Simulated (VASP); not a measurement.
Input of a VASP 6.6.1 run:

File INCAR:

```
PREC     = Accurate       # precision mode
ENCUT    = 520            # plane-wave cutoff, eV
EDIFF    = 1E-6           # SCF threshold, eV
ISMEAR   = 1              # smearing method
SIGMA    = 0.03           # smearing width, eV
LREAL    = F              # projectors in reciprocal space
LASPH    = T              # aspherical terms in the spheres
NELM     = 60             # most SCF steps
ALGO     = Normal         # electronic algorithm
ISIF     = 2              # what is computed and relaxed
LWAVE    = F              # write WAVECAR
LCHARG   = F              # write CHGCAR
GGA      = PE             # functional
NBANDS   = 10             # bands
```

File KPOINTS:

```
regular mesh
0
Gamma
  8 8 8
```

The input POSCAR:

```
Rb
1.0
   -2.8359049291      2.8359049291      2.8359049291
    2.8359049291     -2.8359049291      2.8359049291
    2.8359049291      2.8359049291     -2.8359049291
Rb
1
Direct
    0.0000000000      0.0000000000      0.0000000000
```

Potentials or basis: VASP PAW PBE potentials, release 64 (Rb_sv).

Launch:

```bash
$ cat potpaw_PBE.64/Rb_sv/POTCAR > POTCAR
$ mpirun -np 1 vasp_std > vasp.out
```

Question: Predict the pressure.

Answer: 0.0 GPa.
